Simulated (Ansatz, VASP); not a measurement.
**Zr in VASP and in Ansatz**

```
Zr
1.0
    -1.81000    1.81000    1.84620
     1.81000   -1.81000    1.84620
     1.81000    1.81000   -1.84620
Zr
1
Direct
  0.00000 0.00000 0.00000
```

Change from the starting cell: zz strain of +2 %.

Alike in both runs: task single point; functional PBE; k mesh 14 × 14 × 14; occupations fermi-dirac, width 0.08 eV; no spin polarisation.

|  | VASP | Ansatz |
| --- | --- | --- |
| version | VASP 6.6.1 | Ansatz 0.2.0 |
| potentials or method | VASP PAW PBE potentials, release 64 (Zr_sv), cutoff 520 eV | all-electron LAPW, scalar-relativistic |

|  | VASP | Ansatz | Ansatz less VASP |
| --- | --- | --- | --- |
| pressure (GPa) | -4.5 | -4.5 | -0.01 |
| traceless stress, the component that is largest in VASP (GPa) | 0.16 | 0.16 | -0.001 |

Ansatz ran all-electron here, and VASP with PAW potentials.
